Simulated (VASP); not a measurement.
Runs of VASP 6.6.1 on RbBr. The structure is that of space group Fm-3m (No. 225), or close to it. The cells are those of the table. 

```csv
level,cell,k mesh,smearing,grid for exact exchange (PRECFOCK),screening parameter,gap on the mesh (eV),pressure (GPa)
PBE,"a = 4.954, b = 4.954, c = 5.013 Å, angles 59.6, 59.6, 60.8°, 2 atoms",6 × 6 × 6,fermi-dirac 0.02 eV,-,-,4.16,0.0
PBE,"a = 4.991 Å, angles 60.0°, 2 atoms",6 × 6 × 6,fermi-dirac 0.02 eV,-,-,4.15,-0.2
HSE06,"a = 4.991 Å, angles 60.0°, 2 atoms",4 × 4 × 4,gaussian 0.01 eV,Normal,0.2079 1/Å,5.29,-0.4
HSE06,"a = 4.894, b = 5.020, c = 5.020 Å, angles 58.4, 60.8, 60.8°, 2 atoms",4 × 4 × 4,gaussian 0.01 eV,Normal,0.2079 1/Å,5.30,-0.2
r2SCAN,"a = 4.894, b = 5.020, c = 5.020 Å, angles 58.4, 60.8, 60.8°, 2 atoms",6 × 6 × 6,gaussian 0.01 eV,-,-,(b),(a)
```

Alike in all rows: task single point; potentials or basis VASP PAW PBE potentials, release 64 (Rb_sv, Br); no spin polarisation; cutoff (eV) 520.

Q: Estimate the missing entries.

A: (a) -0.5; (b) 4.75.

Caveats: the PAW data sets were made with another functional, which shifts forces and pressure a little (some runs).

A k mesh can miss the band edges, and the runs leave out spin-orbit coupling on Br, Rb.
